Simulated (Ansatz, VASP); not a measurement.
**GaSb: VASP beside Ansatz**

```
CELL_PARAMETERS angstrom
0.00000 3.21195 3.05900
3.21195 0.00000 3.05900
3.21195 3.21195 0.00000
ATOMIC_POSITIONS crystal
Ga 0.00000 0.00000 0.00000
Sb 0.25000 0.25000 0.25000
```

Alike in both runs: task single point; functional PBE; k mesh 5 × 5 × 5; occupations gaussian, width 0.02 eV; no spin polarisation.

|  | VASP | Ansatz |
| --- | --- | --- |
| version | VASP 6.6.1 | Ansatz 0.2.0 |
| potentials or method | VASP PAW PBE potentials, release 64 (Ga_d, Sb), cutoff 500 eV | plane waves, PAW |
| valence electrons in the cell | 18 | 28 |

```tsv
	VASP	Ansatz	Ansatz less VASP
pressure (GPa)	-1.8	-1.8	-0.06
traceless stress, the component that is largest in VASP (GPa)	1.12	1.12	+0.002
```

VASP's potentials hold 18 valence electrons a cell and Ansatz's 28, so a difference there can come from the potentials and not from the codes. Ansatz's warnings: stress scf threshold loose.

Spin-orbit coupling is off throughout.
